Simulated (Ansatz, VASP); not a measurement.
**One calculation of HfN, two programs**

```
Hf N
1.0
     0.00000    2.45482    2.45482
     2.45482    0.00000    2.45482
     2.45482    2.45482    0.00000
Hf N
1 1
Direct
  0.00000 0.00000 0.00000
  0.25000 0.25000 0.25000
```

Alike in both runs: functional LDA; k mesh 9 × 9 × 9; occupations fermi-dirac, width 0.05 eV; no spin polarisation.

|  | VASP | Ansatz |
| --- | --- | --- |
| version | VASP 6.6.1 | Ansatz 0.2.0 |
| potentials or method | VASP PAW LDA potentials, release 64 (Hf_pv, N), cutoff 520 eV | all-electron LAPW, scalar-relativistic |
| task | single point | band structure |

|  | VASP | Ansatz | Ansatz less VASP |
| --- | --- | --- | --- |
| gap on the k mesh at the Fermi level (eV) | none | none | - |
| pressure (GPa) | -10.0 | -9.6 | +0.41 |

LDA's correlation is that of Perdew and Zunger in VASP and of Perdew and Wang (1992) in Ansatz. A gap of «none» marks a metal or a gap that the smearing closes. Ansatz ran all-electron here, and VASP with PAW potentials.

Neither program's run includes spin-orbit coupling.
